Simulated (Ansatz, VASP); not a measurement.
**BN in VASP and in Ansatz**

The input POSCAR:

```
BN
1.0
    2.5369300260      0.0000000000      0.0000000000
   -1.2684650130      2.1970458501      0.0000000000
    0.0000000000      0.0000000000      4.1959171737
B N
2 2
Direct
    0.6666666667      0.3333333333      0.0002721794
    0.3333333333      0.6666666667      0.5002721794
    0.6666666667      0.3333333333      0.3747278206
    0.3333333333      0.6666666667      0.8747278206
```

Contents of INCAR.step1:

```
SYSTEM = BN
ALGO = Normal ; EDIFF = 1E-5
ENCUT = 520 ; GGA = PE
ISIF = 2 ; ISMEAR = 0
LASPH = .TRUE. ; LCHARG = .FALSE.
LREAL = .FALSE. ; LWAVE = .TRUE.
NBANDS = 16 ; NELM = 80
PREC = Accurate ; SIGMA = 0.05
```

INCAR.step2

```
SYSTEM = BN
AEXX = 0.35 ; ALGO = Normal
EDIFF = 1E-6 ; ENCUT = 520
GGA = PE ; ISIF = 2
ISMEAR = 0 ; ISTART = 1
LASPH = .TRUE. ; LCHARG = .FALSE.
LHFCALC = .TRUE. ; LREAL = .FALSE.
LWAVE = .FALSE. ; NBANDS = 16
NELM = 80 ; PREC = Accurate
PRECFOCK = Normal ; SIGMA = 0.05
```

KPOINTS

```
k-points
0
G
  6 6 4
  0 0 0
```

Input for Ansatz:

```yaml
crystal:
  lattice:
    - [2.536930026, 0.0, 0.0]
    - [-1.268465013, 2.1970458501, 0.0]
    - [0.0, 0.0, 4.1959171737]
  atoms:
    - { symbol: B, position: [0.6666666667, 0.3333333333, 0.0002721794] }
    - { symbol: B, position: [0.3333333333, 0.6666666667, 0.5002721794] }
    - { symbol: "N", position: [0.6666666667, 0.3333333333, 0.3747278206] }
    - { symbol: "N", position: [0.3333333333, 0.6666666667, 0.8747278206] }
basis:
  ecutwfc: 420
  ecutrho_ratio: 4
kpoints:
  mp_grid: { grid: [6, 6, 4] }
hamiltonian:
  xc: { exchange: pbe, correlation: pbe, exx: { coeff: 0.35 } }
scf:
  occupations: { method: gaussian, width: 0.05 }
  n_extra_bands: 11
output:
  forces: true
  stress: true
  eigenvalues: true
  populations: true
  dos: { projected: true, de: 0.02 }
  write_density: true
  write_potential: true
  elf: true
  volumetric_format: npy
```

Alike in both runs: task single point; functional PBE-based global hybrid with a share of 0.35 of exact exchange; k mesh 6 × 6 × 4; occupations gaussian, width 0.05 eV; no spin polarisation.

```csv
,VASP,Ansatz
version,VASP 6.6.1,Ansatz 0.2.0
potentials or method,"VASP PAW PBE potentials, release 64 (B, N), cutoff 520 eV","scalar-relativistic, plane waves, PAW"
valence electrons in the cell,16,16
```

Ansatz gave:

* gap on the k mesh at the Fermi level (eV): 8.13
* least direct gap on the mesh (eV): 11.77
* pressure (GPa): -4.5
* traceless stress, the component that is largest in VASP (GPa): -0.46
* rms of the force components (eV/Å): 0.017

Problem. What did VASP give for the same quantities?

Solution. gap on the k mesh at the Fermi level (eV): 8.13; least direct gap on the mesh (eV): 11.77; pressure (GPa): -4.0; traceless stress, the component that is largest in VASP (GPa): -0.50; rms of the force components (eV/Å): 0.015.

VASP's potentials were made for PBE, not for PBE-based global hybrid. Atom by atom the forces differ by 0.002 eV/Å (rms over components). Ansatz's warnings: stress exchange threshold loose, stress scf threshold loose.

The k mesh is coarse, so the values compare programs but aren't converged.
